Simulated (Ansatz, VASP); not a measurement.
## BP in VASP and in Ansatz

INCAR

```
SYSTEM = BP
PREC = Accurate
ENCUT = 500
EDIFF = 1E-6
ISMEAR = -1
SIGMA = 0.02
LREAL = .False.
LASPH = .True.
NELM = 120
ALGO = Normal
ISIF = 2
LWAVE = .False.
LCHARG = .False.
GGA = PS
NBANDS = 11
GGA_COMPAT = .False.
```

Contents of KPOINTS:

```
Automatic mesh
0
Gamma
  6 6 6
  0 0 0
```

POSCAR

```
BP
1.0
    2.7080526412      0.0000000000      0.0000000000
    0.0000000000      2.7080526412      0.0000000000
    0.0000000000      0.0000000000      2.7080526412
B P
1 1
Direct
    0.0000000000      0.0000000000      0.0000000000
    0.5000000000      0.5000000000      0.5000000000
```

Input for Ansatz:

```yaml
crystal:
  lattice:
    - [2.7080526412, 0.0, 0.0]
    - [0.0, 2.7080526412, 0.0]
    - [0.0, 0.0, 2.7080526412]
  atoms:
    - { symbol: B, position: [0.0, 0.0, 0.0] }
    - { symbol: P, position: [0.5, 0.5, 0.5] }
kpoints:
  mp_grid: { grid: [6, 6, 6] }
hamiltonian:
  xc: pbesol
  pseudopotentials: { kind: paw, source: ansatz }
scf:
  occupations: { method: fermi_dirac, width: 0.02 }
  n_extra_bands: 4
output:
  forces: true
  stress: true
  eigenvalues: true
```

Alike in both runs: task single point; functional PBEsol; k mesh 6 × 6 × 6; occupations fermi-dirac, width 0.02 eV; no spin polarisation.

|  | VASP | Ansatz |
| --- | --- | --- |
| version | VASP 6.6.1 | Ansatz 0.2.0 |
| potentials or method | VASP PAW PBE potentials, release 64 (B, P) | plane waves |
| plane-wave cutoff (eV) | 500 | 710 |
| valence electrons in the cell | 8 | 8 |

```csv
,VASP,Ansatz,Ansatz less VASP
pressure (GPa),0.6,0.5,-0.14
```

VASP's potentials were made for PBE, not for PBEsol.

The k mesh is coarse, so the values compare programs but aren't converged.
